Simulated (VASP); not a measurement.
# Rh (P6_3/mmc) in VASP: single point with LDA

Aim: the single point of Rh with LDA.

Program: VASP 6.6.1. These are calculated values, not measurements. Logs are shortened: lines on timing, memory, paths and dates and some standing lists are left out, and cuts for length are marked.

**1. The cell of the first run**

Symmetry: P6_3/mmc, No. 194, hexagonal system. The conventional cell has a = 2.731 Å, b = 2.731 Å, c = 4.428 Å, α = 90.00°, β = 90.00°, γ = 120.00°. Within 3.6 Å of Rh (site symmetry -6m2) lie 12 Rh at 2.72 to 2.73 Å.

This isn't the form of Rh at room conditions, which is fcc.

**2. Single point, LDA**

POSCAR reads:

```
Rh
1.0
    2.7309790422      0.0000000000      0.0000000000
   -1.3654895211      2.3650972278      0.0000000000
    0.0000000000      0.0000000000      4.4284890000
Rh
2
Direct
    0.3333333333      0.6666666667      0.2500000000
    0.6666666667      0.3333333333      0.7500000000
```

INCAR.step1 reads:

```
PREC = Accurate ; ENCUT = 460
EDIFF = 1E-6 ; ISMEAR = -1
SIGMA = 0.05 ; LREAL = False
LASPH = True ; NELM = 120
ALGO = Normal ; ISIF = 2
LWAVE = False ; LCHARG = True
LMAXMIX = 4 ; NBANDS = 24
GGA_COMPAT = False ; NEDOS = 2001
LORBIT = 11
```

KPOINTS.step1 reads:

```
Automatic mesh
0
Gamma
  6 6 4
```

INCAR.step2 reads:

```
PREC = Accurate ; ENCUT = 460
EDIFF = 1E-6 ; ISMEAR = -5
SIGMA = 0.05 ; LREAL = False
LASPH = True ; NELM = 120
ALGO = Normal ; ISIF = 2
LWAVE = False ; LCHARG = False
LMAXMIX = 4 ; LORBIT = 11
NEDOS = 1001 ; ICHARG = 11
GGA_COMPAT = False
```

KPOINTS.step2 reads:

```
Automatic mesh
0
Gamma
  9 9 6
```

Potentials or basis: VASP PAW LDA potentials, release 64 (Rh_sv_GW).

Launch:

```console
cat potpaw_LDA.64/Rh_sv_GW/POTCAR > POTCAR
cp INCAR.step1 INCAR
cp KPOINTS.step1 KPOINTS
mpirun -np 1 vasp_std > vasp.out
cp INCAR.step2 INCAR
cp KPOINTS.step2 KPOINTS
mpirun -np 1 vasp_std > vasp.out
```

OUTCAR:

```text
PREC = Accurate
   ENCUT = 460
   EDIFF = 1E-6
   ISMEAR = -5
   LREAL = False
   LASPH = True
   NELM = 120
   ISIF = 2
   LORBIT = 11
   ICHARG = 11

 ion  position               nearest neighbor table
   1  0.333  0.667  0.250-
   2  0.667  0.333  0.750-

  LATTYP: Found a hexagonal cell.
 ALAT       =     2.7309790422
 C/A-ratio  =     1.6215756077

  Lattice vectors:

 A1 = (   2.7309790422,   0.0000000000,   0.0000000000)
 A2 = (  -1.3654895211,   2.3650972278,   0.0000000000)
 A3 = (   0.0000000000,   0.0000000000,   4.4284890000)

Analysis of symmetry for initial positions (statically):
=====================================================================
 Subroutine PRICEL returns:
 Original cell was already a primitive cell.

 Routine SETGRP: Setting up the symmetry group for a
 hexagonal supercell.

 Subroutine GETGRP returns: Found 24 space group operations
 (whereof 12 operations were pure point group operations)
 out of a pool of 24 trial point group operations.

The static configuration has the point symmetry D_3d.
 The point group associated with its full space group is D_6h.

Analysis of symmetry for dynamics (positions and initial velocities):
=====================================================================
 Subroutine PRICEL returns:
 Original cell was already a primitive cell.

 Routine SETGRP: Setting up the symmetry group for a
 hexagonal supercell.

 Subroutine GETGRP returns: Found 24 space group operations
 (whereof 12 operations were pure point group operations)
 out of a pool of 24 trial point group operations.

The dynamic configuration has the point symmetry D_3d.
 The point group associated with its full space group is D_6h.

 Subroutine INISYM returns: Found 24 space group operations
 (whereof 12 operations are pure point group operations),
 and found     1 'primitive' translations

----------------------------------------------------------------------------------------

                                     Primitive cell

  volume of cell :      28.6037

  direct lattice vectors                    reciprocal lattice vectors
     2.730979042  0.000000000  0.000000000     0.366169049  0.211407799  0.000000000
    -1.365489521  2.365097228  0.000000000     0.000000000  0.422815599  0.000000000
     0.000000000  0.000000000  4.428489000     0.000000000  0.000000000  0.225810655

  length of vectors
     2.730979042  2.730979042  4.428489000     0.422815599  0.422815599  0.225810655

[... 81 lines left out ...]
   NELM   =    120;   NELMIN=  2; NELMDL=  0     # of ELM steps
   EDIFF  = 0.1E-05   stopping-criterion for ELM
   LREAL  =      F    real-space projection
   EDIFFG = 0.1E-04   stopping-criterion for IOM
   NSW    =      0    number of steps for IOM
   IBRION =     -1    ionic relax: 0-MD 1-quasi-New 2-CG
   NFREE  =      0    steps in history (QN), initial steepest desc. (CG)
   ISIF   =      2    stress and relaxation
   ISYM   =      2    0-nonsym 1-usesym 2-fastsym
   POTIM  = 0.5000    time-step for ionic-motion
   TEBEG  =    0.0;   TEEND  =   0.0 temperature during run
   PSTRESS=    0.0 pullay stress
   NELECT =      34.0000    total number of electrons
   NUPDOWN=      -1.0000    fix difference up-down
   EMIN   =  10.00;   EMAX   =-10.00  energy-range for DOS
   EFERMI =   0.00;   METHOD = LEGACY
   ISMEAR =    -5;   SIGMA  =   0.05  broadening in eV -4-tet -1-fermi 0-gaus
   EFERMI_NEDOS =   21; number of points for ismear=-14 and -15
   IALGO  =     38    algorithm
   IMIX   =      4    mixing-type and parameters
     AMIX     =   0.40;   BMIX     =  1.00
     AMIX_MAG =   1.60;   BMIX_MAG =  1.00
  volume/ion in A,a.u.               =      14.30        96.51
  Fermi-wavevector in a.u.,A,eV,Ry     =   1.734177  3.277120 40.917764  3.007371
  Thomas-Fermi vector in A             =   2.808023
   LORBIT       =     11    0 simple, 1 ext, 2 COOP (PROOUT), +10 PAW based schemes
   GGA     = CA    functional components
   LHFCALC =     F    Hartree Fock is set to
   AEXX    =    0.0000 exact exchange contribution
   IVDW    =     0    specifies the selected vdW correction
   LEPSILON=     F    determine dielectric tensor
   LRPA    =     F    only Hartree local field effects (RPA)
 non-spin polarized calculation
 Fermi weights with tetrahedron method with Bloechl corrections
  energy-cutoff  :      460.00
  volume of cell :       28.60
 maximum number of plane-waves:       652
 NGX is ok and might be reduce to    20

 number of electron      34.0000005 magnetization

 Free energy of the ion-electron system (eV)
  ---------------------------------------------------
  ext. energy  EPLUGINS =         0.00000000
  ---------------------------------------------------
  free energy    TOTEN  =       -15.44629766 eV

  energy without entropy =      -15.44629766  energy(sigma->0) =      -15.44629766

 E-fermi :  10.0029     XC(G=0): -14.1706

 val. band max:       10.1297782458   @ k =   0.0000   0.0000   0.0000
 cond. band min:       9.8462779760   @ k =   0.1111   0.0000   0.5000
 fundamental gap:     -0.2835002699
 Fermi energy:        10.0029426832

 k-point     1 :       0.0000    0.0000    0.0000
  band No.  band energies     occupation
      1     -68.3897      2.00000
      2     -68.2887      2.00000
      3     -36.8341      2.00000
      4     -36.2123      2.00000
      5     -36.2123      2.00000
      6     -36.1702      2.00000
[... 565 lines left out ...]
     20      16.4782      0.00000
     21      16.6645      0.00000

 [... further k-points ...]
[... 5 lines left out ...]
  --------------------------------------------------------------------------------------
  -------------------------------------------------------------------------------------
  Total       -3.3670765     -3.3670765     -5.1081231      0.0000000     -0.0000000      0.0000000
  in kB     -188.5995376   -188.5995376   -286.1205188      0.0000000     -0.0000000      0.0000000
  external PRESSURE =    -221.1065313 kB  Pullay stress =       0.0000000 kB

 VOLUME and BASIS-vectors are now :
 -----------------------------------------------------------------------------
  energy-cutoff  :      460.00
  volume of cell :       28.60
      direct lattice vectors                 reciprocal lattice vectors
     2.730979042  0.000000000  0.000000000     0.366169049  0.211407799  0.000000000
    -1.365489521  2.365097228  0.000000000     0.000000000  0.422815599  0.000000000
     0.000000000  0.000000000  4.428489000     0.000000000  0.000000000  0.225810655

 POSITION                                       TOTAL-FORCE (eV/Angst)
 -----------------------------------------------------------------------------------
     -0.00000      1.57673      1.10712        -0.000000     -0.000000     -0.000000
      1.36549      0.78837      3.32137         0.000000      0.000000      0.000000
 -----------------------------------------------------------------------------------
    total drift:                               -0.000000      0.000000     -0.000000

  FREE ENERGIE OF THE ION-ELECTRON SYSTEM (eV)
  ---------------------------------------------------
  free  energy   TOTEN  =       -15.4462976577 eV

  energy  without entropy=      -15.4462976577  energy(sigma->0) =      -15.44629766

 total charge

# of ion       s       p       d       f       tot
--------------------------------------------------
    1        2.200   6.236   6.478   0.022  14.935
    2        2.200   6.236   6.478   0.022  14.935
--------------------------------------------------
tot          4.400  12.472  12.955   0.044  29.871
```

OUTCAR.step1:

```text
PREC = Accurate
   ENCUT = 460
   EDIFF = 1E-6
   ISMEAR = -1
   LREAL = False
   LASPH = True
   NELM = 120
   ISIF = 2
   LORBIT = 11

[... 784 lines left out ...]
    total drift:                               -0.000000      0.000000     -0.000000

  FREE ENERGIE OF THE ION-ELECTRON SYSTEM (eV)
  ---------------------------------------------------
  free  energy   TOTEN  =       -15.4295383381 eV

  energy  without entropy=      -15.4053202468  energy(sigma->0) =      -15.41742929

 total charge

# of ion       s       p       d       f       tot
--------------------------------------------------
    1        2.200   6.236   6.477   0.022  14.935
    2        2.200   6.236   6.477   0.022  14.935
--------------------------------------------------
tot          4.401  12.471  12.954   0.044  29.870
```

OSZICAR.step1:

```text
N       E                     dE             d eps       ncg     rms          rms(c)
DAV:   1     0.592582318495E+03    0.59258E+03   -0.20215E+04  1040   0.162E+03
DAV:   2     0.219190104946E+02   -0.57066E+03   -0.53805E+03  1016   0.887E+02
DAV:   3    -0.172203360265E+02   -0.39139E+02   -0.37154E+02  1648   0.206E+02
DAV:   4    -0.180897211306E+02   -0.86939E+00   -0.86411E+00  1536   0.369E+01
DAV:   5    -0.181072837055E+02   -0.17563E-01   -0.17558E-01  1696   0.484E+00    0.800E+01
DAV:   6    -0.155271573217E+02    0.25801E+01   -0.71780E+00  1480   0.417E+01    0.298E+01
DAV:   7    -0.154402376490E+02    0.86920E-01   -0.19349E-01  1304   0.626E+00    0.106E+01
DAV:   8    -0.154297387710E+02    0.10499E-01   -0.26860E-02  1360   0.347E+00    0.247E-01
DAV:   9    -0.154295461346E+02    0.19264E-03   -0.14844E-03  1472   0.593E-01    0.124E-01
DAV:  10    -0.154295370913E+02    0.90433E-05   -0.96336E-05  1640   0.988E-02    0.657E-02
DAV:  11    -0.154295384881E+02   -0.13969E-05   -0.47854E-06  1128   0.276E-02    0.204E-02
DAV:  12    -0.154295383381E+02    0.15005E-06   -0.48355E-07   912   0.123E-02
   1 F= -.15429538E+02 E0= -.15417429E+02  d E =-.242181E-01
```

Wall time 14 s (1 thread of Intel Xeon 6975P-C (Granite Rapids), shared host); peak memory 0.15 GiB.

Results:

```
Valence electrons inside the program's atomic spheres : Rh 14.94
```

Levels at points of the mesh, in eV from the Fermi level:
```tsv
k point	band 14	band 15	band 16	band 17	band 18	band 19	band 20	band 21
(0.00, 0.00, 0.00)	-2.36	-2.36	-1.81	-1.81	0.13	0.13	0.70	8.16
(0.00, 0.00, 0.50)	-2.95	-2.95	-2.95	-0.42	-0.42	-0.42	-0.42	14.56
```

Caveat: the k points lie up to 0.44 Å⁻¹ apart.
